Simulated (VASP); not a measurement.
Runs of VASP 6.6.1 on Si. The structure is that of space group P6/mmm (No. 191), or close to it. The cells are those of the table. This isn't the form of Si at room conditions, which is diamond.

```csv
cell,gap on the mesh (eV),pressure (GPa)
"a = 4.431, b = 4.431, c = 2.540 Å, angles 90.0, 90.0, 120.0°, 3 atoms",none,(a)
"a = 4.546, b = 4.546, c = 2.606 Å, angles 90.0, 90.0, 120.0°, 3 atoms",none,-6.1
"a = 4.602, b = 4.602, c = 2.638 Å, angles 90.0, 90.0, 120.0°, 3 atoms",none,-8.2
"a = 4.489, b = 4.489, c = 2.574 Å, angles 90.0, 90.0, 120.0°, 3 atoms",none,(b)
"a = 4.246, b = 4.246, c = 2.434 Å, angles 90.0, 90.0, 120.0°, 3 atoms",none,16.2
```

Alike in all rows: task single point; level r2SCAN; potentials or basis VASP PAW PBE potentials, release 64 (Si); no spin polarisation; k mesh 9 × 9 × 14; cutoff (eV) 550; smearing fermi-dirac 0.1 eV.

Estimate the missing entries.

(a) -0.1; (b) -3.4.

Caveats: the PAW data sets were made with another functional, which shifts forces and pressure a little; the cell stands under tension (at least some runs); the cell stands under pressure (at least some runs).

A gap of «none» marks levels without a gap at the run's occupations.
